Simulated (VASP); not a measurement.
Crystal: Be3GeF2.

```
Be Ge F
1.0
     3.12077    1.80178    2.54810
    -3.12077    1.80178    2.54810
     0.00000   -3.60355    2.54810
Be Ge F
3 1 2
Direct
  0.00000 0.50000 0.00000
  0.50000 0.00000 0.00000
  0.00000 0.00000 0.50000
  0.50000 0.50000 0.50000
  0.75000 0.75000 0.75000
  0.25000 0.25000 0.25000
```

* Program: VASP 6.6.1
* Task: relaxation of cell and atoms
* Functional: PBE
* Potentials or basis: VASP PAW PBE potentials, release 64 (Be, Ge_d, F)
* Cutoff: 600 eV
* k mesh: 4 × 4 × 4
* Occupations: gaussian, width 0.1 eV
* Spin: no spin polarisation

At the start: pressure -3.6 GPa; volume 14.33 Å³/atom.

Q: How do energy, volume and symmetry change on relaxing?

A: Over 12 steps the energy falls by 484.1 meV/atom and the volume is 12.79 Å³/atom (-10.7 %); space group R-3m (No. 166, to 0.1 Å) before and after.

The path:
```tsv
step	energy change (eV)	largest force (eV/Å)	pressure (GPa)	volume (Å³)
1	0.0000	3.8077	-3.62	85.97
2	-2.1231	1.1885	-6.18	81.49
3	-2.8542	0.2850	-2.04	77.39
4	-2.8987	0.0108	1.45	75.72
5	-2.9017	0.0381	0.78	76.02
6	-2.9007	0.0766	0.23	76.25
7	-2.9012	0.0813	-0.04	76.58
8	-2.9011	0.0858	-0.33	76.89
9	-2.9018	0.0771	-0.27	76.88
10	-2.9034	0.0528	-0.03	76.83
11	-2.9042	0.0073	0.47	76.73
12	-2.9043	0.0174	0.33	76.76
```

Final structure:
```
CELL_PARAMETERS angstrom
2.73279 1.57778 2.96698
-2.73279 1.57778 2.96698
0.00000 -3.15555 2.96698
ATOMIC_POSITIONS crystal
Be 0.00000 0.50000 0.00000
Be 0.50000 0.00000 0.00000
Be 0.00000 0.00000 0.50000
Ge 0.50000 0.50000 0.50000
F 0.79710 0.79710 0.79710
F 0.20290 0.20290 0.20290
```
